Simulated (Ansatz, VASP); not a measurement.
# Two plane-wave programs on Sc4Mo

The input INCAR:

```
ALGO = Normal
EDIFF = 1E-6
EDIFFG = -0.04
ENCUT = 600
GGA = PE
IBRION = 2
ISIF = 3
ISMEAR = 0
LASPH = T
LCHARG = F
LREAL = F
LWAVE = F
NELM = 80
NSW = 90
PREC = Accurate
SIGMA = 0.1
```

Contents of KPOINTS:

```
k-points
0
Gamma
  4 4 4
```

Contents of POSCAR:

```
Sc4Mo
1.0
   -2.9294360300      2.9294360300      2.9294360300
    2.9294360300     -2.9294360300      2.9294360300
    2.9294360300      2.9294360300     -2.9294360300
Sc Mo
4 1
Direct
    0.5000000000      0.5000000000      0.5000000000
    0.0000000000      0.0000000000      0.5000000000
    0.0000000000      0.5000000000      0.0000000000
    0.5000000000      0.0000000000      0.0000000000
    0.0000000000      0.0000000000      0.0000000000
```

Input for Ansatz:

```yaml
crystal:
  lattice:
    - [-2.92943603, 2.92943603, 2.92943603]
    - [2.92943603, -2.92943603, 2.92943603]
    - [2.92943603, 2.92943603, -2.92943603]
  atoms:
    - { symbol: Sc, position: [0.5, 0.5, 0.5] }
    - { symbol: Sc, position: [0.0, 0.0, 0.5] }
    - { symbol: Sc, position: [0.0, 0.5, 0.0] }
    - { symbol: Sc, position: [0.5, 0.0, 0.0] }
    - { symbol: Mo, position: [0.0, 0.0, 0.0] }
basis:
  ecutwfc: 420
kpoints:
  mp_grid: { grid: [4, 4, 4] }
hamiltonian:
  xc: pbe
scf:
  occupations: { method: gaussian, width: 0.1 }
  lower_state_search: "off"
output:
  forces: true
  stress: true
  eigenvalues: true
relax:
  adjacent_minimum: "off"
  f_tol: 0.04
  max_steps: 70
  cell: { stress_tol: 0.4 }
```

Alike in both runs: task relaxation of cell and atoms; functional PBE; k mesh 4 × 4 × 4; occupations gaussian, width 0.1 eV; no spin polarisation.

|  | VASP | Ansatz |
| --- | --- | --- |
| version | VASP 6.6.1 | Ansatz 0.2.0 |
| potentials or method | VASP PAW PBE potentials, release 64 (Sc_sv, Mo_sv), cutoff 600 eV | scalar-relativistic, plane waves, PAW |
| valence electrons in the cell | 58 | 58 |

|  | VASP | Ansatz | Ansatz less VASP |
| --- | --- | --- | --- |
| gap on the k mesh at the Fermi level, each at its own relaxed structure (eV) | none | none | - |
| relaxed volume (Å³/atom) | 25.76 | 25.77 | +0.010 |
| relaxed cell length with the largest relative difference (Å) | 5.511 | 5.511 | +0.0007 |

A gap of «none» marks a metal or a gap that the smearing closes.

The k mesh is coarse, so the values compare programs but aren't converged. Noted on VASP's run: the volume moved by over 15 % at a fixed basis, so the end points are rough.
